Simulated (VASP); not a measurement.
LiCl:

```
Li Cl
1.0
     0.00000    2.45380    2.45380
     2.45380    0.00000    2.45380
     2.45380    2.45380    0.00000
Li Cl
1 1
Direct
  0.00000 0.00000 0.00000
  0.50000 0.50000 0.50000
```

This cell differs from its parent crystal: strain -4.0%.

Base run:

| Property | Result |
| --- | --- |
| Program | VASP 6.6.1 |
| Functional | r2SCAN |
| Potentials or basis | VASP PAW PBE potentials, release 64 (Li_sv, Cl) |
| Cutoff | 520 eV |
| k mesh | 8 × 8 × 8 |
| Occupations | gaussian, width 0.01 eV |
| Spin | no spin polarisation |

Its results: band gap on the k mesh 7.69 eV, indirect (least direct gap 8.03 eV).

Q: The run is repeated on the same cell with these changes: functional from r2SCAN to PBE; occupations from gaussian, width 0.01 eV to fermi-dirac, width 0.02 eV. What comes out?

A: Band gap on the k mesh 6.89 eV, indirect (least direct gap 7.18 eV).

A k mesh can miss the band edges.
